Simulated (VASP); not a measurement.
CoW3, 4 atoms in the cell. It takes space group Fm-3m (No. 225, cubic). The conventional cell has a = 5.976 Å, b = 5.976 Å, c = 5.976 Å, α = 90.00°, β = 90.00°, γ = 90.00°. Within 3.4 Å of W (site symmetry -43m) lie 10 W at 2.59 to 2.99 Å and 4 Co at 2.59 Å. W (site symmetry m-3m) has 8 W at 2.59 Å and 6 Co at 2.99 Å within 3.4 Å. Co (site symmetry m-3m) has 14 W at 2.59 to 2.99 Å within 3.4 Å. 

| Item | Value |
| --- | --- |
| Program | VASP 6.6.1 |
| Task | single point |
| Functional | PBEsol |
| Potentials or basis | VASP PAW PBE potentials, release 64 (W_sv, Co) |
| Cutoff | 520 eV |
| k mesh | 12 × 12 × 12 |
| Occupations | gaussian, width 0.1 eV |
| Spin | no spin polarisation |
| Dipole correction | no |
| Further INCAR settings | ALGO = Fast; EDIFF = 1e-06; NBANDS = 34 |

Potentials or basis: VASP PAW PBE potentials, release 64 (W_sv, Co).

Launch:

```sh
$ cat potpaw_PBE.64/W_sv/POTCAR potpaw_PBE.64/Co/POTCAR > POTCAR
$ mpirun -np 1 vasp_std > vasp.out
```

Hardware: 1 thread of AMD EPYC 9R45 96-Core Processor (Zen 5), on a shared host.

Question: Estimate the wall time of this run.

Answer: It took 99 s on 1 thread of AMD EPYC 9R45 96-Core Processor (Zen 5), with other jobs on the host, peak memory 0.22 GiB. Counts: scf iterations 18, k points 72.
